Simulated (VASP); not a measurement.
# Al35CuN35 (a cell with a defect) in VASP: notebook, part 4 of 4

VASP 6.6.1.

## Step 5: Single point, PBE

INCAR

```
PREC     = Accurate       # precision mode
ENCUT    = 520            # plane-wave cutoff, eV
EDIFF    = 1E-6           # SCF threshold, eV
ISMEAR   = -1             # smearing method
SIGMA    = 0.01           # smearing width, eV
LREAL    = Auto         
LASPH    = True           # aspherical terms in the spheres
NELM     = 100            # most SCF steps
ALGO     = Normal         # electronic algorithm
ISIF     = 2              # what is computed and relaxed
LWAVE    = False          # write WAVECAR
LCHARG   = True           # write CHGCAR
GGA      = PE             # functional
LELF     = True           # ELF
LVHAR    = True         
NELECT   = 290.0        
NBANDS   = 186            # bands
```

KPOINTS

```
Automatic mesh
0
Gamma
  1 1 1
  0.25 0.25 0.25
```

POSCAR

```
Al35CuN35
1.0
    9.3892708692      0.0000000866      0.0000000000
   -4.6946355096      8.1313470524      0.0000000000
    0.0000000000      0.0000000000     10.0348065929
Al N Cu
35 35 1
Direct
    0.2242381008      0.1111715557      0.2488163368
    0.0980554631      0.1912422407      0.5124211499
    0.2243438751      0.1089775041      0.7516434919
    0.1051349785      0.2117969379      0.9965549144
    0.2259604255      0.4458495543      0.1888122372
    0.1022917527      0.5723046890      0.5117966758
    0.2196531048      0.4423987455      0.7564517290
    0.1053854411      0.5590124481      0.9964258967
    0.2241348255      0.7791380198      0.2485758102
    0.1099855940      0.8879703173      0.4993969437
    0.2240758025      0.7808377222      0.7514484060
    0.1097298160      0.8877622840      1.0006897321
    0.5551512245      0.1105809649      0.2506005878
    0.4478592577      0.2254557905      0.4999907284
    0.5541549349      0.1096306002      0.7495831944
    0.4452699100      0.2214610213      1.0002871405
    0.5561051909      0.4440414881      0.2510062584
    0.5537026750      0.4414839176      0.7487305229
    0.4533699369      0.5590028791      0.9900063238
    0.5557103295      0.7780055079      0.2483506150
    0.4469240479      0.8889548222      0.4996117945
    0.5527155488      0.7758693240      0.7486702459
    0.4450299957      0.8894757502      0.9996898464
    0.8881741087      0.1102162370      0.2495236734
    0.7761506919      0.2210678768      0.5005629948
    0.8819444675      0.1063791872      0.7511482069
    0.7757678439      0.2206120890      1.0007892940
    0.8886773745      0.4436884058      0.2500056013
    0.7732147534      0.5544514806      0.4987341511
    0.8827968304      0.4409620239      0.7511324494
    0.7771558022      0.5548117820      1.0005159753
    0.8886645277      0.7770121276      0.2491652175
    0.7719597500      0.8826025228      0.4982131392
    0.8866870559      0.7758239601      0.7493192344
    0.7770009976      0.8873339505      1.0000512435
    0.2232448129      0.1113198572      0.4399772451
    0.1103338787      0.2190676484      0.1896680012
    0.2219118102      0.1093107627      0.9402879777
    0.1087046280      0.2203040544      0.6952530646
    0.1107220760      0.5568590990      0.1894550593
    0.2182628927      0.4420966889      0.9544202340
    0.1093477444      0.5537232494      0.6953802234
    0.2230343879      0.7793434282      0.4396694621
    0.1117117350      0.8886271024      0.1909862876
    0.2217973183      0.7788437781      0.9400425215
    0.1101200172      0.8877581663      0.6893910287
    0.5554290069      0.1111350889      0.4407103126
    0.4442924854      0.2212595187      0.1895772065
    0.5550858367      0.1106082699      0.9398205208
    0.4433130650      0.2197543355      0.6901823331
    0.5594433170      0.4386720002      0.4361535516
    0.4507621333      0.5577848174      0.1833332157
    0.5575337381      0.4417883569      0.9393638011
    0.4372849689      0.5495630272      0.7094871547
    0.5582864682      0.7883121162      0.4329841803
    0.4440934665      0.8887428485      0.1887705490
    0.5569973547      0.7810526030      0.9392782152
    0.4433513149      0.8879444958      0.6899975133
    0.8918841768      0.1135974025      0.4408888491
    0.7785702179      0.2218433583      0.1913310289
    0.8858658302      0.1090649205      0.9400286237
    0.7766111647      0.2206201060      0.6902649631
    0.8941996859      0.4445444618      0.4411495357
    0.7797313123      0.5552663160      0.1901050834
    0.8861428088      0.4425849866      0.9401215214
    0.7769239215      0.5541455880      0.6890835754
    0.8894372894      0.7777699191      0.4399117632
    0.7796568093      0.8893173536      0.1894722495
    0.8882588883      0.7770218547      0.9398177785
    0.7759360378      0.8866222460      0.6887142513
    0.4511553330      0.5644142509      0.5120922323
```

The run is started by

```bash
$ cat potpaw_PBE.64/Al/POTCAR potpaw_PBE.64/N/POTCAR potpaw_PBE.64/Cu/POTCAR > POTCAR
$ mpirun -np 1 vasp_std > vasp.out
```

Wall time 54 min (1 thread of Intel Xeon Platinum 8259CL at 2.50GHz (Skylake/Cascade Lake), shared host); peak memory 1.1 GiB.

Results (log left out):

- Free energy: -527.6933 eV
- Largest force: 0.156 eV/Å

Forces in eV/Å, atoms in the order of the input:
```
Al   0.021 -0.018 -0.002
Al   0.003  0.019  0.002
Al   0.022 -0.008  0.002
Al  -0.031  0.012 -0.001
Al   0.037 -0.035 -0.018
Al  -0.081  0.029 -0.004
Al   0.050 -0.012  0.002
Al  -0.027  0.024 -0.008
Al   0.042 -0.007 -0.010
Al  -0.027  0.017 -0.002
Al   0.041 -0.003  0.008
Al  -0.026  0.012  0.006
Al   0.026 -0.021  0.007
Al  -0.039  0.009 -0.014
Al   0.026 -0.019  0.003
Al  -0.020  0.009 -0.003
Al   0.020 -0.016 -0.007
Al   0.031 -0.013 -0.008
Al  -0.028  0.031  0.004
Al   0.031 -0.005  0.027
Al   0.027  0.012 -0.010
Al   0.030 -0.040 -0.001
Al  -0.023  0.014  0.004
Al   0.020 -0.033  0.018
Al  -0.019 -0.021 -0.006
Al   0.025 -0.017  0.003
Al  -0.025  0.009  0.004
Al   0.024 -0.024 -0.015
Al  -0.024  0.049  0.008
Al   0.016 -0.022 -0.002
Al  -0.031  0.019 -0.001
Al   0.011 -0.003 -0.006
Al  -0.083  0.010 -0.009
Al   0.021 -0.009  0.005
Al  -0.034  0.019  0.005
N    0.041 -0.046  0.004
N   -0.023  0.036 -0.006
N    0.045 -0.023  0.001
N   -0.034  0.002 -0.001
N   -0.047  0.028  0.034
N    0.040 -0.029  0.002
N   -0.016  0.010 -0.019
N    0.047 -0.058  0.007
N   -0.042  0.026 -0.007
N    0.030 -0.030  0.004
N   -0.037  0.014 -0.009
N    0.031  0.007 -0.006
N   -0.038  0.028 -0.001
N    0.033 -0.021 -0.004
N   -0.035  0.022  0.007
N   -0.008 -0.067 -0.048
N   -0.040 -0.002 -0.010
N    0.047 -0.025  0.001
N   -0.093  0.098  0.041
N    0.042  0.104  0.041
N   -0.053  0.020 -0.011
N    0.042 -0.023  0.001
N   -0.050  0.019  0.004
N    0.027  0.011 -0.014
N   -0.036  0.038  0.002
N    0.036 -0.014 -0.001
N   -0.041  0.037  0.000
N    0.046 -0.002  0.011
N   -0.039  0.021  0.003
N    0.037 -0.012  0.000
N   -0.038  0.010 -0.001
N    0.057 -0.021  0.004
N   -0.023  0.019  0.001
N    0.047 -0.026 -0.002
N   -0.033  0.017 -0.003
Cu   0.073 -0.138 -0.006
```

Levels at points of the mesh, in eV from the Fermi level:
| k point | band 143 | band 144 | band 145 | band 146 | band 147 | band 148 |
| --- | --- | --- | --- | --- | --- | --- |
| (0.25, 0.25, 0.25) | -1.28 | -0.30 | -0.27 | 0.27 | 2.98 | 3.16 |

Caveat: the cell carries a net charge on a neutralising background, which shifts energy and pressure; the cell is charged against a uniform background, so pressure and absolute levels hang on convention.
